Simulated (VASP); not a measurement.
Input of a VASP 6.6.1 run:

File INCAR:

```
PREC = Accurate
ENCUT = 520
EDIFF = 1E-7
ISMEAR = -1
SIGMA = 0.17
LREAL = Auto
LASPH = True
NELM = 100
ALGO = Normal
ISIF = 2
LWAVE = False
LCHARG = False
GGA = PE
NBANDS = 60
```

File KPOINTS:

```
regular mesh
0
Gamma
  2 2 2
```

Contents of POSCAR:

```
Be
1.0
    7.0917640000      0.0000000000      0.0000000000
   -3.5458820000      6.1416480000      0.0000000000
    0.0000000000      0.0000000000      7.4085300000
Be
36
Direct
   -0.0349886819     -0.0193270601      0.0055746552
    0.1851954800      0.2833604270      0.2400746167
    0.0275456018     -0.0246350817      0.4932962410
    0.0949002619      0.2296777673      0.7809916407
   -0.0345058601      0.3328911068     -0.0248632320
    0.0985549924      0.5577818853      0.2394267149
   -0.0013770409      0.3576075998      0.4972241457
    0.0852164504      0.5469541726      0.7530373772
   -0.0552996840      0.6233506056     -0.0010123466
    0.1070303751      0.9204858370      0.2611449235
    0.0589907914      0.6914919253      0.5020294174
    0.0788513896      0.9174573339      0.7593949137
    0.3420893777      0.0417151878      0.0299654587
    0.4404578762      0.2551758095      0.2500496050
    0.3280944382      0.0069850959      0.5165127225
    0.4824153605      0.2825463133      0.7594624035
    0.3187930112      0.3375478373     -0.0142403419
    0.4523967807      0.5390735516      0.2565151251
    0.3484902166      0.3616618862      0.4895033158
    0.4377829549      0.5627805436      0.7586120323
    0.3361381061      0.6775217336     -0.0222851227
    0.4654324677      0.8600785978      0.2629266535
    0.3699962301      0.6578690280      0.5042160861
    0.3811642356      0.8868955043      0.7500273334
    0.6705013373      0.0171289530     -0.0172098918
    0.7634905911      0.2312245834      0.2459192309
    0.6630677490      0.0076201046      0.5042160861
    0.7832427943      0.2565435206      0.7677636454
    0.6266335303      0.2956209799      0.0052372063
    0.8213162962      0.6071497422      0.2656532403
    0.6453482713      0.3225030155      0.5059978160
    0.7984112495      0.5739176195      0.7549405888
    0.6769837331      0.6821458996      0.0030640356
    0.8051360924      0.8710202864      0.2836730094
    0.6804514998      0.6646587365      0.5060383099
    0.7340926223      0.8884423204      0.7254610564
```

Potentials or basis: VASP PAW PBE potentials, release 64 (Be).

Run with:

```sh
$ cat potpaw_PBE.64/Be/POTCAR > POTCAR
$ mpirun -np 1 vasp_std > vasp.out
```

Question: Predict the largest force.

Answer: 4.272 eV/Å.

Question: Predict the band gap on the k mesh.

Answer: Zero (bands 36 and 37 overlap by 0.59 eV).

Stress tensor (GPa, compression positive):
```
-3.06 -0.72  0.87
-0.72 -3.89 -0.53
 0.87 -0.53 -8.48
```

Caveat: the k points lie up to 0.51 Å⁻¹ apart, too coarse for converged energies and pressures of a metal; forces of over 1 eV/Å act on the atoms, so gaps and moduli don't describe the material at rest.
